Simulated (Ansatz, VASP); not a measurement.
## Two plane-wave programs on GaRe2Sb3

```
Ga Re Sb
1.0
     6.23123    0.00000    0.00000
    -3.11561    5.39640    0.00000
     0.00000    0.00000    5.01684
Ga Re Sb
1 2 3
Direct
  0.00000 0.00000 0.50000
  0.33333 0.66667 0.50000
  0.33333 0.66667 0.00000
  0.51266 0.48734 0.50000
  0.51266 0.02532 0.50000
  0.97468 0.48734 0.50000
```

Alike in both runs: task single point; functional PBE; k mesh 3 × 3 × 4; occupations gaussian, width 0.1 eV; no spin polarisation.

|  | VASP | Ansatz |
| --- | --- | --- |
| version | VASP 6.6.1 | Ansatz 0.2.0 |
| potentials or method | VASP PAW PBE potentials, release 64 (Ga_d, Re_sv_GW, Sb_d_GW), cutoff 560 eV | scalar-relativistic, plane waves, PAW |
| valence electrons in the cell | 88 | 88 |

|  | VASP | Ansatz | Ansatz less VASP |
| --- | --- | --- | --- |
| gap on the k mesh at the Fermi level (eV) | none | none | - |
| rms of the force components (eV/Å) | 11.818 | 11.723 | -0.0950 |

Atom by atom the forces differ by 0.095 eV/Å (rms over components). A gap of «none» marks a metal or a gap that the smearing closes.

The k mesh is coarse, so the values compare programs but aren't converged. Spin-orbit coupling is off throughout.
